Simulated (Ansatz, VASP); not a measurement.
Sn: VASP beside Ansatz

```
Sn
1.0
    -2.97733    2.97901    1.60309
     2.97901   -2.97733    1.60309
     2.97707    2.97707   -1.60002
Sn
2
Direct
  0.00002 0.99998 0.00000
  0.74998 0.25002 0.50000
```

Alike in both runs: task single point; functional PBE; k mesh 7 × 7 × 5; occupations fermi-dirac, width 0.1 eV; no spin polarisation.

```csv
,VASP,Ansatz
version,VASP 6.6.1,Ansatz 0.2.0
potentials or method,"VASP PAW PBE potentials, release 64 (Sn_d), cutoff 520 eV","plane waves (420 eV) with PAW, scalar-relativistic"
valence electrons in the cell,28,28
```

```tsv
	VASP	Ansatz	Ansatz less VASP
pressure (GPa)	-0.2	-0.1	+0.05
traceless stress, the component that is largest in VASP (GPa)	0.68	0.68	+0.004
```

With one functional, cell and mesh, what is left measures potentials, basis and numerics.
